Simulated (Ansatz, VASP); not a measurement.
One calculation of SiC, two programs

POSCAR

```
SiC
1.0
    3.0759982064      0.0000000000      0.0000000000
   -1.5379991032      2.6638925888      0.0000000000
    0.0000000000      0.0000000000      5.0480000000
Si C
2 2
Direct
    0.3826033379      0.7652066758      0.0000000000
    0.6173966621      0.2347933242      0.5000000000
    0.2890026322      0.5780052644      0.3850000000
    0.7109973678      0.4219947356      0.8850000000
```

The input INCAR.step1:

```
SYSTEM = SiC
ALGO = Normal
EDIFF = 1E-4
ENCUT = 520
GGA = PE
ISMEAR = 0
LASPH = .True.
LCHARG = .False.
LREAL = .False.
LWAVE = .True.
NBANDS = 16
NELM = 100
PREC = Accurate
SIGMA = 0.05
```

The input INCAR.step2:

```
SYSTEM = SiC
ALGO = Normal
EDIFF = 1E-6
ENCUT = 520
ISIF = 2
ISMEAR = 0
ISTART = 1
LASPH = .True.
LCHARG = .False.
LMIXTAU = .True.
LREAL = .False.
LWAVE = .False.
METAGGA = R2SCAN
NBANDS = 16
NELM = 100
PREC = Accurate
SIGMA = 0.05
```

KPOINTS

```
k-points
0
Gamma
  12 12 6
  0 0 0
```

Input for Ansatz:

```yaml
crystal:
  lattice:
    - [3.0759982064, 0.0, 0.0]
    - [-1.5379991032, 2.6638925888, 0.0]
    - [0.0, 0.0, 5.048]
  atoms:
    - { symbol: Si, position: [0.3826033379, 0.7652066758, 0.0] }
    - { symbol: Si, position: [0.6173966621, 0.2347933242, 0.5] }
    - { symbol: C, position: [0.2890026322, 0.5780052644, 0.385] }
    - { symbol: C, position: [0.7109973678, 0.4219947356, 0.885] }
basis:
  ecutwfc: 500
kpoints:
  mp_grid: { grid: [12, 12, 6] }
hamiltonian:
  xc: r2scan
scf:
  occupations: { method: gaussian, width: 0.05 }
output:
  forces: true
  stress: true
  eigenvalues: true
```

Change from the starting cell: mode 4 (274.0 1/cm) frozen in, largest displacement +0.263 Å.

Alike in both runs: task single point; functional r2SCAN; k mesh 12 × 12 × 6; occupations gaussian, width 0.05 eV; no spin polarisation.

|  | VASP | Ansatz |
| --- | --- | --- |
| version | VASP 6.6.1 | Ansatz 0.2.0 |
| potentials or method | VASP PAW PBE potentials, release 64 (Si, C), cutoff 520 eV | scalar-relativistic, plane waves, PAW |
| valence electrons in the cell | 16 | 16 |

Ansatz gave:

* gap on the k mesh at the Fermi level (eV): 1.79
* least direct gap on the mesh (eV): 3.96
* pressure (GPa): -0.6
* traceless stress, the component that is largest in VASP (GPa): -6.57
* rms of the force components (eV/Å): 1.002

What did VASP give for the same quantities?

gap on the k mesh at the Fermi level (eV): 1.79; least direct gap on the mesh (eV): 3.97; pressure (GPa): -0.8; traceless stress, the component that is largest in VASP (GPa): -6.63; rms of the force components (eV/Å): 1.003.

VASP's potentials were made for PBE, not for r2SCAN. Atom by atom the forces differ by 0.005 eV/Å (rms over components).
